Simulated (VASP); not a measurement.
CdSe, 2 atoms in the cell. The structure is tetragonal, space group I-4m2 (No. 119). Conventional cell: a = 4.212 Å, b = 4.212 Å, c = 6.141 Å, α = 90.00°, β = 90.00°, γ = 90.00°. Cd (site symmetry -4m2) has 4 Se at 2.61 Å within 3.4 Å. Within 3.4 Å of Se (site symmetry -4m2) lie 4 Cd at 2.61 Å.  This cell differs from its parent crystal: equal xx and yy strain of -3 %.

```yaml
Program: VASP 6.6.1
Task: single point
Functional: LDA
Potentials_or_basis: VASP PAW LDA potentials, release 64 (Cd, Se)
Cutoff: 520 eV
k_mesh: 8 × 8 × 8
Occupations: fermi-dirac, width 0.03 eV
Spin: no spin polarisation
Dipole_correction: no
Further_INCAR_settings: ALGO = Normal; EDIFF = 1e-06; NBANDS = 16
```

Potentials or basis: VASP PAW LDA potentials, release 64 (Cd, Se).

Command:

```bash
$ cat potpaw_LDA.64/Cd/POTCAR potpaw_LDA.64/Se/POTCAR > POTCAR
$ mpirun -np 1 vasp_std > vasp.out
```

Hardware: 1 thread of Intel Xeon 6975P-C (shared host).

**Question.** Estimate the wall time of this run.

**Answer.** Run time: 16 s on 1 thread of Intel Xeon 6975P-C, on a shared host, peak memory 0.19 GiB. Counts: scf iterations 12, k points 59.
